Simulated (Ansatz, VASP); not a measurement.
# SnSe: VASP beside Ansatz

File INCAR:

```
PREC = Accurate
ENCUT = 500
EDIFF = 1E-6
ISMEAR = 0
SIGMA = 0.01
LREAL = F
LASPH = T
NELM = 120
ALGO = Normal
ISIF = 2
LWAVE = F
LCHARG = F
GGA = PS
IVDW = 12
NBANDS = 17
GGA_COMPAT = F
```

Contents of KPOINTS:

```
Automatic mesh
0
Gamma
  5 5 5
```

File POSCAR:

```
SnSe
1.0
    0.0000000000      3.0100000000      3.0100000000
    3.0100000000      0.0000000000      3.0100000000
    3.0100000000      3.0100000000      0.0000000000
Sn Se
1 1
Direct
    0.0000000000      0.0000000000      0.0000000000
    0.5000000000      0.5000000000      0.5000000000
```

Input for Ansatz:

```yaml
crystal:
  lattice:
    - [0.0, 3.01, 3.01]
    - [3.01, 0.0, 3.01]
    - [3.01, 3.01, 0.0]
  atoms:
    - { symbol: Sn, position: [0.0, 0.0, 0.0] }
    - { symbol: Se, position: [0.5, 0.5, 0.5] }
basis:
  ecutwfc: 600.0
kpoints:
  mp_grid:
    grid: [5, 5, 5]
hamiltonian:
  xc: pbesol
  dispersion: d3bj
scf:
  occupations:
    method: fixed
output:
  stress: true
```

Alike in both runs: task single point; functional PBEsol; dispersion D3(BJ); k mesh 5 × 5 × 5; no spin polarisation.

|  | VASP | Ansatz |
| --- | --- | --- |
| version | VASP 6.6.1 | Ansatz 0.2.0 |
| potentials or method | VASP PAW PBE potentials, release 64 (Sn_d, Se), cutoff 500 eV | plane waves, PAW |
| occupations | gaussian, width 0.01 eV | fixed |
| valence electrons in the cell | 20 | 30 |

|  | VASP | Ansatz | Ansatz less VASP |
| --- | --- | --- | --- |
| pressure (GPa) | -4.1 | -4.1 | -0.02 |

VASP's potentials were made for PBE, not for PBEsol. VASP's potentials hold 20 valence electrons a cell and Ansatz's 30, so a difference there can come from the potentials and not from the codes.
